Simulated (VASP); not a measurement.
IrRu2:

```xyz
6
Lattice="2.7016 0.0000 0.0000 -1.3508 2.3397 0.0000 0.0000 0.0000 12.9595" Properties=species:S:1:pos:R:3 pbc="T T T"
Ru    0.0000    1.5598   11.8795
Ru    0.0000    1.5598    7.5597
Ru    1.3508    0.7799    1.0800
Ru    1.3508    0.7799    5.3998
Ir    0.0000    1.5598    3.2399
Ir    1.3508    0.7799    9.7196
```

| Quantity | Value |
| --- | --- |
| Program | VASP 6.6.1 |
| Task | relaxation of cell and atoms |
| Functional | PBE |
| Potentials or basis | VASP PAW PBE potentials, release 64 (Ru_pv, Ir) |
| Cutoff | 600 eV |
| k mesh | 6 × 6 × 2 |
| Occupations | gaussian, width 0.1 eV |
| Spin | no spin polarisation |

At the start: pressure 10.5 GPa; volume 13.65 Å³/atom.

Question: Where does the relaxation end?

Answer: Over 9 steps the energy falls by 33.7 meV/atom and the volume is 14.07 Å³/atom (+3.1 %); space group P6_3/mmc (No. 194, to 0.1 Å) before and after.

The path:
```tsv
step	energy change (eV)	largest force (eV/Å)	pressure (GPa)	volume (Å³)
1	0.0000	0.6335	10.50	81.91
2	0.5145	0.0504	-23.93	92.89
3	-0.1522	0.4176	-3.32	85.27
4	-0.1688	0.0878	1.67	84.13
5	-0.1984	0.1733	-0.78	84.63
6	-0.1996	0.0035	1.67	83.98
7	-0.2014	0.0738	0.60	84.26
8	-0.2015	0.0329	-0.60	84.57
9	-0.2021	0.0182	-0.02	84.42
```

Final structure:
```cif
data_structure
_symmetry_space_group_name_H-M 'P 1'
_symmetry_Int_Tables_number 1
_cell_length_a 2.7602
_cell_length_b 2.7602
_cell_length_c 12.7943
_cell_angle_alpha 90.000
_cell_angle_beta 90.000
_cell_angle_gamma 120.000
_cell_volume 84.42
loop_
_atom_site_label
_atom_site_type_symbol
_atom_site_fract_x
_atom_site_fract_y
_atom_site_fract_z
_atom_site_occupancy
Ru1 Ru 0.33333 0.66667 0.91885 1
Ru2 Ru 0.33333 0.66667 0.58115 1
Ru3 Ru 0.66667 0.33333 0.08115 1
Ru4 Ru 0.66667 0.33333 0.41885 1
Ir1 Ir 0.33333 0.66667 0.25000 1
Ir2 Ir 0.66667 0.33333 0.75000 1
```

Caveat: the k points lie up to 0.44 Å⁻¹ apart in the final cell, too coarse for converged energies and pressures of a metal.
